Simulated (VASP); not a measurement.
Write the native input for VASP 6.6.1 that does the following.

| Item | Value |
| --- | --- |
| Task | single point |
| Functional | LDA |
| Potentials or basis | VASP PAW LDA potentials, release 64 (B, N) |
| Cutoff | 520 eV |
| k mesh | 9 × 9 × 9 |
| Occupations | gaussian, width 0.01 eV |
| Spin | no spin polarisation |
| Dipole correction | no |
| Further INCAR settings | ALGO = Normal; EDIFF = 1e-06; NBANDS = 11 |

The structure of BN (Qingsongite) lies in POSCAR:

```
BN
1.0
    0.0000000000      1.8429501765      1.8429501765
    1.8429501765      0.0000000000      1.8429501765
    1.8429501765      1.8429501765      0.0000000000
B N
1 1
Direct
    0.0000000000      0.0000000000      0.0000000000
    0.2500000000      0.2500000000      0.2500000000
```

The input as run:

INCAR

```
ALGO = Normal ; EDIFF = 1E-6
ENCUT = 520 ; GGA = CA
ISIF = 2 ; ISMEAR = 0
LASPH = T ; LCHARG = F
LREAL = F ; LWAVE = F
NBANDS = 11 ; NELM = 80
PREC = Accurate ; SIGMA = 0.01
```

KPOINTS

```
k-points
0
Gamma
  9 9 9
```

Potentials or basis: VASP PAW LDA potentials, release 64 (B, N).

Run with:

```console
$ cat potpaw_LDA.64/B/POTCAR potpaw_LDA.64/N/POTCAR > POTCAR
$ mpirun -np 1 vasp_std > vasp.out
```

It gave:

* Pressure: -29.1 GPa
* Band gap on the k mesh: 4.42 eV, indirect (least direct gap 8.41 eV)

Run time: 4.1 s on 1 thread of Intel Xeon 6975P-C (shared host), peak memory 0.11 GiB.
